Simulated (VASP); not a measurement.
# Ti (Pm-3m) in VASP: relaxation of cell and atoms with PBEsol

Aim: the relaxation of cell and atoms of Ti with PBEsol.

Program: VASP 6.6.1. These are calculated values, not measurements. Logs are shortened: lines on timing, memory, paths and dates and some standing lists are left out, and cuts for length are marked.

## Step 1: The cell of the first run

It takes space group Pm-3m (No. 221, cubic). The conventional cell has a = 2.439 Å, b = 2.439 Å, c = 2.439 Å, α = 90.00°, β = 90.00°, γ = 90.00°. Ti (site symmetry m-3m) has 6 Ti at 2.44 Å within 3.2 Å.

This isn't the form of Ti at room conditions, which is hcp.

## Step 2: Relaxation of cell and atoms, PBEsol, target pressure 30 GPa, at which the enthalpy is minimised

INCAR

```
  PREC = Accurate
  ENCUT = 600
  EDIFF = 1E-7
  ISMEAR = -1
  SIGMA = 0.1
  LREAL = False
  LASPH = True
  NELM = 80
  ALGO = Normal
  ISIF = 3
  LWAVE = False
  LCHARG = False
  GGA = PS
  IBRION = 2
  NSW = 60
  EDIFFG = -0.005
  PSTRESS = 300.0
```

KPOINTS

```
Automatic mesh
0
Gamma
  16 16 16
```

POSCAR

```
Ti
1.0
    2.4394235440      0.0000000000      0.0000000000
    0.0000000000      2.4394235440      0.0000000000
    0.0000000000      0.0000000000      2.4394235440
Ti
1
Direct
    0.0000000000      0.0000000000      0.0000000000
```

Potentials or basis: VASP PAW PBE potentials, release 64 (Ti_sv).

Command:

```
$ cat potpaw_PBE.64/Ti_sv/POTCAR > POTCAR
$ mpirun -np 1 vasp_std > vasp.out
```

OUTCAR:

```text
PREC = Accurate
   ENCUT = 600
   EDIFF = 1E-7
   ISMEAR = -1
   LREAL = False
   LASPH = True
   NELM = 80
   ISIF = 3
   GGA = PS
   IBRION = 2
   NSW = 60
   EDIFFG = -0.005
   PSTRESS = 300.0

 ion  position               nearest neighbor table
   1  0.000  0.000  0.000-

  LATTYP: Found a simple cubic cell.
 ALAT       =     2.4394235440

  Lattice vectors:

 A1 = (   2.4394235440,   0.0000000000,   0.0000000000)
 A2 = (   0.0000000000,   2.4394235440,   0.0000000000)
 A3 = (   0.0000000000,   0.0000000000,   2.4394235440)

Analysis of symmetry for initial positions (statically):
=====================================================================
 Subroutine PRICEL returns:
 Original cell was already a primitive cell.

 Routine SETGRP: Setting up the symmetry group for a
 simple cubic supercell.

 Subroutine GETGRP returns: Found 48 space group operations
 (whereof 48 operations were pure point group operations)
 out of a pool of 48 trial point group operations.

The static configuration has the point symmetry O_h .

Analysis of symmetry for dynamics (positions and initial velocities):
=====================================================================
 Subroutine PRICEL returns:
 Original cell was already a primitive cell.

 Routine SETGRP: Setting up the symmetry group for a
 simple cubic supercell.

 Subroutine GETGRP returns: Found 48 space group operations
 (whereof 48 operations were pure point group operations)
 out of a pool of 48 trial point group operations.

The dynamic configuration has the point symmetry O_h .

 Subroutine INISYM returns: Found 48 space group operations
 (whereof 48 operations are pure point group operations),
 and found     1 'primitive' translations

----------------------------------------------------------------------------------------

                                     Primitive cell

  volume of cell :      14.5165

  direct lattice vectors                    reciprocal lattice vectors
     2.439423544  0.000000000  0.000000000     0.409932913  0.000000000  0.000000000
     0.000000000  2.439423544  0.000000000     0.000000000  0.409932913  0.000000000
     0.000000000  0.000000000  2.439423544     0.000000000  0.000000000  0.409932913

  length of vectors
     2.439423544  2.439423544  2.439423544     0.409932913  0.409932913  0.409932913

  position of ions in fractional coordinates (direct lattice)
     0.000000000  0.000000000  0.000000000

  ion indices of the primitive-cell ions
   primitive index   ion index
                 1           1

----------------------------------------------------------------------------------------

 KPOINTS: Automatic mesh

Automatic generation of k-mesh.
 Grid dimensions read from file:
 generate k-points for:   16   16   16

 Generating k-lattice:

  Cartesian coordinates                     Fractional coordinates (reciprocal lattice)
     0.025620807  0.000000000  0.000000000     0.062500000  0.000000000  0.000000000
     0.000000000  0.025620807  0.000000000     0.000000000  0.062500000  0.000000000
     0.000000000  0.000000000  0.025620807     0.000000000  0.000000000  0.062500000

  Length of vectors
     0.025620807  0.025620807  0.025620807

  Shift w.r.t. Gamma in fractional coordinates (k-lattice)
     0.000000000  0.000000000  0.000000000

 Subroutine IBZKPT returns following result:
 ===========================================

 Found    165 irreducible k-points:

 Following reciprocal coordinates:
            Coordinates               Weight
  0.000000  0.000000  0.000000      1.000000
  0.062500  0.000000  0.000000      6.000000
  0.125000  0.000000  0.000000      6.000000
  0.187500  0.000000  0.000000      6.000000
  0.250000  0.000000  0.000000      6.000000
  0.312500  0.000000  0.000000      6.000000
[... 16 lines left out ...]
  0.437500  0.125000  0.000000     24.000000
  0.500000  0.125000  0.000000     12.000000
 [... further k-points ...]
   k-points           NKPTS =    165   k-points in BZ     NKDIM =    165   number of bands    NBANDS=     10
   number of dos      NEDOS =    301   number of ions     NIONS =      1
   total plane-waves  NPLWV =   8000
   dimension x,y,z NGX =    20 NGY =   20 NGZ =   20
   dimension x,y,z NGXF=    40 NGYF=   40 NGZF=   40
   ions per type =               1
   NGX,Y,Z   is equivalent  to a cutoff of  13.63, 13.63, 13.63 a.u.
   NGXF,Y,Z  is equivalent  to a cutoff of  27.26, 27.26, 27.26 a.u.
 SYSTEM =  unknown system
   PREC   = accura    normal or accurate (medium, high low for compatibility)
   ISTART =      0    job   : 0-new  1-cont  2-samecut
   ICHARG =      2    charge: 1-file 2-atom 10-const
   ISPIN  =      1    spin polarized calculation?
   LNONCOLLINEAR =      F non collinear calculations
   LSORBIT =      F    spin-orbit coupling
   LASPH  =      T    aspherical Exc in radial PAW
   ENCUT  =  600.0 eV  44.10 Ry    6.64 a.u.   4.87  4.87  4.87*2*pi/ulx,y,z
   NELM   =     80;   NELMIN=  2; NELMDL= -5     # of ELM steps
   EDIFF  = 0.1E-06   stopping-criterion for ELM
   LREAL  =      F    real-space projection
   EDIFFG = -.5E-02   stopping-criterion for IOM
   NSW    =     60    number of steps for IOM
   IBRION =      2    ionic relax: 0-MD 1-quasi-New 2-CG
   NFREE  =      1    steps in history (QN), initial steepest desc. (CG)
   ISIF   =      3    stress and relaxation
   ISYM   =      2    0-nonsym 1-usesym 2-fastsym
   POTIM  = 0.5000    time-step for ionic-motion
   TEBEG  =    0.0;   TEEND  =   0.0 temperature during run
   PSTRESS=  300.0 pullay stress
   NELECT =      12.0000    total number of electrons
   NUPDOWN=      -1.0000    fix difference up-down
   EMIN   =  10.00;   EMAX   =-10.00  energy-range for DOS
   EFERMI =   0.00;   METHOD = LEGACY
   ISMEAR =    -1;   SIGMA  =   0.10  broadening in eV -4-tet -1-fermi 0-gaus
   EFERMI_NEDOS =   21; number of points for ismear=-14 and -15
   IALGO  =     38    algorithm
   IMIX   =      4    mixing-type and parameters
     AMIX     =   0.40;   BMIX     =  1.00
     AMIX_MAG =   1.60;   BMIX_MAG =  1.00
  volume/ion in A,a.u.               =      14.52        97.96
  Fermi-wavevector in a.u.,A,eV,Ry     =   1.536437  2.903445 32.118431  2.360638
  Thomas-Fermi vector in A             =   2.643086
   LORBIT       =      0    0 simple, 1 ext, 2 COOP (PROOUT), +10 PAW based schemes
   GGA     = PS    functional components
   LHFCALC =     F    Hartree Fock is set to
   AEXX    =    0.0000 exact exchange contribution
   IVDW    =     0    specifies the selected vdW correction
   LEPSILON=     F    determine dielectric tensor
   LRPA    =     F    only Hartree local field effects (RPA)
 conjugate gradient relaxation of ions
 non-spin polarized calculation
  energy-cutoff  :      600.00
  volume of cell :       14.52
 maximum number of plane-waves:       500
 NGX is ok and might be reduce to    20
   NGX =  9   NGY =  9   NGZ =  9

--------------------------------------- Ionic step        1  -------------------------------------------

 number of electron      12.0000004 magnetization

 Free energy of the ion-electron system (eV)
  ---------------------------------------------------
  ext. energy  EPLUGINS =         0.00000000
  ---------------------------------------------------
  free energy    TOTEN  =        -7.36121030 eV

  energy without entropy =       -7.30733956  energy(sigma->0) =       -7.33427493

------------------------ aborting loop because EDIFF is reached ----------------------------------------

  FORCE on cell =-STRESS in cart. coord.  units (eV):
  Direction    XX          YY          ZZ          XY          YZ          ZX
  --------------------------------------------------------------------------------------
  -------------------------------------------------------------------------------------
  Total        1.9315639      1.9315639      1.9315639     -0.0000000      0.0000000     -0.0000000
  in kB      213.1856760    213.1856760    213.1856760     -0.0000000      0.0000000     -0.0000000
  external PRESSURE =     -86.8143240 kB  Pullay stress =     300.0000000 kB

 VOLUME and BASIS-vectors are now :
 -----------------------------------------------------------------------------
  energy-cutoff  :      600.00
  volume of cell :       14.52
      direct lattice vectors                 reciprocal lattice vectors
     2.439423544  0.000000000  0.000000000     0.409932913  0.000000000  0.000000000
     0.000000000  2.439423544  0.000000000     0.000000000  0.409932913  0.000000000
     0.000000000  0.000000000  2.439423544     0.000000000  0.000000000  0.409932913
[... 118 lines left out ...]
  FREE ENERGIE OF THE ION-ELECTRON SYSTEM (eV)
  ---------------------------------------------------
  free  energy   TOTEN  =        -7.2406593301 eV

  energy  without entropy=       -7.1917292958  energy(sigma->0) =       -7.21619431

  enthalpy is  TOTEN    =        -4.6642110265 eV   P V=        2.5764483036

--------------------------------------- Ionic step        5  -------------------------------------------

 number of electron      12.0000004 magnetization

 Free energy of the ion-electron system (eV)
  ---------------------------------------------------
  ext. energy  EPLUGINS =         0.00000000
  ---------------------------------------------------
  free energy    TOTEN  =        -7.24257321 eV

  energy without entropy =       -7.19357357  energy(sigma->0) =       -7.21807339

 E-fermi :  10.6773     XC(G=0): -12.6906

 val. band max:       10.6718021177   @ k =   0.3125   0.3125   0.3125
 cond. band min:      10.7401229648   @ k =   0.4375   0.4375   0.0625
 fundamental gap:      0.0683208472
 Fermi energy:        10.6772952657

 k-point     1 :       0.0000    0.0000    0.0000
  band No.  band energies     occupation
      1     -45.5097      2.00000
      2     -20.7577      2.00000
      3     -20.7577      2.00000
      4     -20.7577      2.00000
      5       4.4690      2.00000
      6       8.6501      2.00000
      7       8.6501      2.00000
      8      16.0100      0.00000
      9      16.0100      0.00000
     10      16.0100      0.00000

 k-point     2 :       0.0625    0.0000    0.0000
  band No.  band energies     occupation
      1     -45.4969      2.00000
      2     -20.8388      2.00000
      3     -20.7508      2.00000
      4     -20.7508      2.00000
      5       4.6024      2.00000
      6       8.6852      2.00000
      7       8.7728      2.00000
      8      15.8768      0.00000
      9      15.8768      0.00000
     10      16.0197      0.00000
[... 274 lines left out ...]
 k-point    24 :       0.5000    0.1250    0.0000
  band No.  band energies     occupation
      1     -45.1133      2.00000
      2     -22.6683      2.00000
      3     -20.8554      2.00000
      4     -20.5493      2.00000
      5       9.3361      2.00000
      6       9.8705      1.99937
      7      10.2293      1.97759
      8      13.3086      0.00000
      9      14.2497      0.00000
     10      15.8635      0.00000

 [... further k-points ...]

------------------------ aborting loop because EDIFF is reached ----------------------------------------

  FORCE on cell =-STRESS in cart. coord.  units (eV):
  Direction    XX          YY          ZZ          XY          YZ          ZX
  --------------------------------------------------------------------------------------
  -------------------------------------------------------------------------------------
  Total        2.5741376      2.5741376      2.5741376     -0.0000000      0.0000000     -0.0000000
  in kB      299.5085042    299.5085042    299.5085042     -0.0000000      0.0000000     -0.0000000
  external PRESSURE =      -0.4914958 kB  Pullay stress =     300.0000000 kB

 VOLUME and BASIS-vectors are now :
 -----------------------------------------------------------------------------
  energy-cutoff  :      600.00
  volume of cell :       13.77
      direct lattice vectors                 reciprocal lattice vectors
     2.396869539  0.000000000  0.000000000     0.417210859  0.000000000  0.000000000
    -0.000000000  2.396869539 -0.000000000    -0.000000000  0.417210859  0.000000000
    -0.000000000 -0.000000000  2.396869539    -0.000000000  0.000000000  0.417210859

 POSITION                                       TOTAL-FORCE (eV/Angst)
 -----------------------------------------------------------------------------------
      2.39687     -0.00000      2.39687        -0.000000     -0.000000      0.000000
 -----------------------------------------------------------------------------------
    total drift:                                0.000000      0.000000      0.000000

  FREE ENERGIE OF THE ION-ELECTRON SYSTEM (eV)
  ---------------------------------------------------
  free  energy   TOTEN  =        -7.2425732123 eV

  energy  without entropy=       -7.1935735742  energy(sigma->0) =       -7.21807339

  enthalpy is  TOTEN    =        -4.6642113988 eV   P V=        2.5783618134

 reached required accuracy - stopping structural energy minimisation
```

Run time: 61 s. Hardware: 1 thread of Intel Xeon Platinum 8488C (Sapphire Rapids), shared host; peak memory 0.15 GiB.

Results:

```
Free energy                                                : -7.2426 eV
Relaxed volume                                             : 13.77 Å³/atom
Relaxed cell                                               : a = 2.397 Å, b = 2.397 Å, c = 2.397 Å, α = 90.00°, β = 90.00°, γ = 90.00°
Space group after relaxing (to 0.1 Å)                      : Pm-3m (No. 221)
Energy change on relaxing (the run minimises the enthalpy) : +118.6 meV/atom
Ionic steps                                                : 5
Pressure after relaxing                                    : 30.0 GPa
Band gap on the k mesh                                     : zero (bands 6 and 7 overlap by 2.88 eV)
```

Step by step:
```csv
step,energy change (eV),largest force (eV/Å),pressure (GPa),volume (Å³)
1,0.0000,0.0000,21.32,14.52
2,0.3078,0.0000,42.46,12.93
3,0.1178,0.0000,29.88,13.77
4,0.1206,0.0000,30.07,13.76
5,0.1186,0.0000,29.95,13.77
```

Final structure:
```
Ti
1.0
     2.39687    0.00000    0.00000
     0.00000    2.39687    0.00000
     0.00000    0.00000    2.39687
Ti
1
Direct
  0.00000 0.00000 0.00000
```

Caveat: the cell is relaxed towards a set pressure, so the run minimises the enthalpy, not the energy; the PAW data sets were made with another functional, which shifts forces and pressure a little.
